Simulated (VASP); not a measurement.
Here is a VASP 6.6.1 calculation.

Contents of INCAR:

```
PREC     = Accurate       # precision mode
ENCUT    = 550            # plane-wave cutoff, eV
EDIFF    = 1E-6           # SCF threshold, eV
ISMEAR   = 0              # smearing method
SIGMA    = 0.15           # smearing width, eV
LREAL    = False          # projectors in reciprocal space
LASPH    = True           # aspherical terms in the spheres
NELM     = 300            # most SCF steps
ALGO     = All            # electronic algorithm
ISIF     = 2              # what is computed and relaxed
LWAVE    = False          # write WAVECAR
LCHARG   = False          # write CHGCAR
GGA      = PE             # functional
NBANDS   = 45             # bands
GGA_COMPAT= False        
ISEARCH  = 1            
KPAR     = 4
```

Contents of KPOINTS:

```
Automatic mesh
0
Gamma
  10 10 10
```

File POSCAR:

```
Ti
1.0
   -4.5790987815      0.0000000000      0.0000000000
   -2.2895493907      3.9656158712      2.8317615652
   -2.2895493907      3.9656158712     -2.8317615652
Ti
6
Direct
    0.0000000000      0.0000000000      0.0000000000
    0.0000000000      0.5000000000      0.5000000000
    0.6790708542      0.5833333333      0.0833333333
    0.6542624792      0.0833333333      0.5833333333
    0.3457375208      0.4166666667      0.9166666667
    0.3209291458      0.9166666667      0.4166666667
```

Potentials or basis: VASP PAW PBE potentials, release 64 (Ti_sv).

Launch:

```console
$ cat potpaw_PBE.64/Ti_sv/POTCAR > POTCAR
$ mpirun -np 4 vasp_std > vasp.out
```

Predict the pressure.

-0.2 GPa.

Predict the band gap on the k mesh.

zero (bands 36 and 37 overlap by 0.29 eV).

Stress tensor (GPa, compression positive):
```
-0.02  0.00  0.00
 0.00 -0.28  0.00
 0.00  0.00 -0.24
```

Caveat: the cell differs from its parent crystal (atoms displaced along a vibrational mode).
